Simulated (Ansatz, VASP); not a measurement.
## Pt: VASP beside Ansatz

```
Pt
1.0
    -1.55188    1.55188    1.55188
     1.55188   -1.55188    1.55188
     1.55188    1.55188   -1.55188
Pt
1
Direct
  0.00000 0.00000 0.00000
```

Change from the starting cell: volume scaled by 0.94.

Alike in both runs: task single point; functional PBEsol; k mesh 12 × 12 × 12; occupations fermi-dirac, width 0.05 eV; no spin polarisation.

|  | VASP | Ansatz |
| --- | --- | --- |
| version | VASP 6.6.1 | Ansatz 0.2.0 |
| potentials or method | VASP PAW PBE potentials, release 64 (Pt), cutoff 520 eV | all-electron LAPW, scalar-relativistic |

|  | VASP | Ansatz | Ansatz less VASP |
| --- | --- | --- | --- |
| gap on the k mesh at the Fermi level (eV) | none | none | - |
| pressure (GPa) | 4.3 | 4.7 | +0.35 |

VASP's potentials were made for PBE, not for PBEsol. A gap of «none» marks a metal or a gap that the smearing closes. Ansatz ran all-electron here, and VASP with PAW potentials.

Neither program's run includes spin-orbit coupling.
